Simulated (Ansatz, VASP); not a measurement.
## Cu in VASP and in Ansatz

```
CELL_PARAMETERS angstrom
2.51709 0.00000 0.00000
-1.25854 2.17986 0.00000
0.00000 0.00000 4.08497
ATOMIC_POSITIONS crystal
Cu 0.66667 0.33333 0.75000
Cu 0.33333 0.66667 0.25000
```

Alike in both runs: task single point; functional r2SCAN; k mesh 12 × 12 × 7; occupations fermi-dirac, width 0.05 eV; no spin polarisation.

|  | VASP | Ansatz |
| --- | --- | --- |
| version | VASP 6.6.1 | Ansatz 0.2.0 |
| potentials or method | VASP PAW PBE potentials, release 64 (Cu) | Ansatz PAW |
| plane-wave cutoff (eV) | 520 | 500 |
| valence electrons in the cell | 22 | 38 |

```csv
,VASP,Ansatz,Ansatz less VASP
gap on the k mesh at the Fermi level (eV),none,none,-
pressure (GPa),4.6,3.9,-0.73
"traceless stress, the component that is largest in VASP (GPa)",0.07,0.28,+0.202
```

VASP's potentials were made for PBE, not for r2SCAN. A gap of «none» marks a metal or a gap that the smearing closes. VASP's potentials hold 22 valence electrons a cell and Ansatz's 38, so a difference there can come from the potentials and not from the codes.
